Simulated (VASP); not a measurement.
Runs of VASP 6.6.1 on Si. The structure is that of space group Fd-3m (No. 227), or close to it. The cells are those of the table. 

| task | cell | cutoff (eV) | gap on the mesh (eV) | pressure (GPa) |
| --- | --- | --- | --- | --- |
| single point | a = 3.740 Å, angles 60.0°, 2 atoms | 520 | 0.38 | 7.0 |
| relaxation of cell and atoms | relaxed to 7 GPa from a = 3.820 Å, angles 60.0°, 2 atoms | 600 | 0.38 | 7.0 |
| relaxation of cell and atoms | relaxed to 1 GPa from a = 3.820 Å, angles 60.0°, 2 atoms | 600 | 0.47 | 1.0 |
| single point | a = 3.807 Å, angles 60.0°, 2 atoms | 520 | 0.47 | 1.0 |
| relaxation of cell and atoms | relaxed to 10 GPa from a = 3.820 Å, angles 60.0°, 2 atoms | 600 | 0.34 | 10.0 |
| single point | a = 3.712 Å, angles 60.0°, 2 atoms | 520 | 0.34 | 10.1 |
| single point | a = 3.670 Å, angles 60.0°, 2 atoms | 520 | 0.28 | 15.1 |
| single point | a = 3.771 Å, angles 60.0°, 2 atoms | 520 | (a) | (b) |

Alike in all rows: level LDA; potentials or basis VASP PAW LDA potentials, release 64 (Si); no spin polarisation; k mesh 8 × 8 × 8; smearing gaussian 0.01 eV.

Task: Fill in the values left out.

Result: (a) 0.43; (b) 4.1.

Caveats: the cell is relaxed towards a set pressure, so the enthalpy falls and the energy may rise (some runs).

A k mesh can miss the band edges.
